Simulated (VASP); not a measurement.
Crystal: LiH.

```
Li H
1.0
     2.49457   -0.00709   -0.00709
    -0.00709    2.49457   -0.00709
    -0.00709   -0.00709    2.49457
Li H
1 1
Direct
  0.00000 0.00000 0.00000
  0.50000 0.50000 0.50000
```

This cell differs from its parent crystal: strain along [111] -0.9%.

Program: VASP 6.6.1. Alike in all runs: task single point; potentials or basis VASP PAW PBE potentials, release 64 (Li_sv, H); no spin polarisation; cell as given; cutoff (eV) 520. Hardware: 1 thread of Intel(R) Xeon(R) 6975P-C (Granite Rapids), on a shared host.

Problem. Order these runs on this cell by their wall time, lowest first.
A. level HSE06; k mesh 8 × 8 × 8; smearing gaussian 0.01 eV; grid for exact exchange (PRECFOCK) Normal; screening parameter 0.2079 1/Å
B. level r2SCAN; k mesh 10 × 10 × 10; smearing gaussian 0.01 eV
C. level PBE; k mesh 10 × 10 × 10; smearing fermi-dirac 0.02 eV

Solution. C (5.7 s), B (34 s), A (220 s).
